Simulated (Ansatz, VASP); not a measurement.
# Two plane-wave programs on ZrS

```xyz
2
Lattice="0.0000 2.6125 2.6125 2.6125 0.0000 2.6125 2.6125 2.6125 0.0000" Properties=species:S:1:pos:R:3 pbc="T T T"
Zr    0.0000    0.0000    0.0000
S     2.6125    2.6125    2.6125
```

Alike in both runs: functional r2SCAN; k mesh 14 × 14 × 14; occupations gaussian, width 0.1 eV; no spin polarisation.

Ansatz relaxed the structure, and its values are those at the end. VASP's run is a single point on that final structure, the one shown.

|  | VASP | Ansatz |
| --- | --- | --- |
| version | VASP 6.6.1 | Ansatz 0.2.0 |
| potentials or method | VASP PAW PBE potentials, release 64 (Zr_sv, S), cutoff 520 eV | scalar-relativistic, plane waves, PAW |
| valence electrons in the cell | 18 | 18 |

```csv
,VASP,Ansatz,Ansatz less VASP
gap on the k mesh at the Fermi level (eV),none,none,-
pressure (GPa),0.0,0.0,0.00
```

VASP's potentials were made for PBE, not for r2SCAN. A gap of «none» marks a metal or a gap that the smearing closes.
